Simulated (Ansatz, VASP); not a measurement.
One calculation of Re, two programs

INCAR

```
ALGO = Normal
EDIFF = 1E-6
ENCUT = 520
GGA = PE
GGA_COMPAT = False
ISIF = 2
ISMEAR = 0
LASPH = True
LCHARG = True
LMAXMIX = 4
LORBIT = 11
LORBMOM = True
LREAL = False
LSORBIT = True
LVHAR = True
LWAVE = False
MAGMOM = 0 0 0
NBANDS = 18
NELM = 150
PREC = Accurate
SIGMA = 0.1
```

The input KPOINTS:

```
k-points
0
Gamma
  12 12 12
```

Contents of POSCAR:

```
Re
1.0
    0.0000000000      1.9750000000      1.9750000000
    1.9750000000      0.0000000000      1.9750000000
    1.9750000000      1.9750000000      0.0000000000
Re
1
Direct
    0.0000000000      0.0000000000      0.0000000000
```

The input input.yaml:

```yaml
crystal:
  lattice:
    - [0.0, 1.975, 1.975]
    - [1.975, 0.0, 1.975]
    - [1.975, 1.975, 0.0]
  atoms:
    - { symbol: Re, position: [0.0, 0.0, 0.0] }
hamiltonian:
  xc: pbe
  pseudopotentials: { kind: paw_fr }
magnetization:
  noncollinear: true
  spin_orbit: true
kpoints:
  mp_grid: { grid: [12, 12, 12] }
  band_path:
    path:
      - [[0.0, 0.0, 0.0], [0.5, 0.0, 0.5], [0.5, 0.25, 0.75], [0.375, 0.375, 0.75], [0.0, 0.0, 0.0], [0.5, 0.5, 0.5], [0.625, 0.25, 0.625], [0.5, 0.25, 0.75], [0.5, 0.5, 0.5], [0.375, 0.375, 0.75]]
      - [[0.625, 0.25, 0.625], [0.5, 0.0, 0.5]]
    npoints: 14
scf:
  occupations: { method: gaussian, width: 0.1 }
  n_extra_bands: 6
output:
  forces: true
  stress: true
  eigenvalues: true
  fatbands: false
```

Alike in both runs: functional PBE; k mesh 12 × 12 × 12; occupations gaussian, width 0.1 eV; non-collinear spin, spin-orbit coupling.

|  | VASP | Ansatz |
| --- | --- | --- |
| version | VASP 6.6.1 | Ansatz 0.2.0 |
| potentials or method | VASP PAW PBE potentials, release 64 (Re) | Ansatz PAW |
| plane-wave cutoff (eV) | 520 | 420 |
| valence electrons in the cell | 7 | 15 |
| task | single point | band structure |

Ansatz gave:

* pressure (GPa): -8.6
* net moment per atom (μB): 0.00

Task: Which values does VASP return?

Result: Pressure (GPa): -9.1; net moment per atom (μB): 0.00.

With one functional, cell and mesh, what is left measures potentials, basis and numerics. VASP's potentials hold 7 valence electrons a cell and Ansatz's 15, so a difference there can come from the potentials and not from the codes.
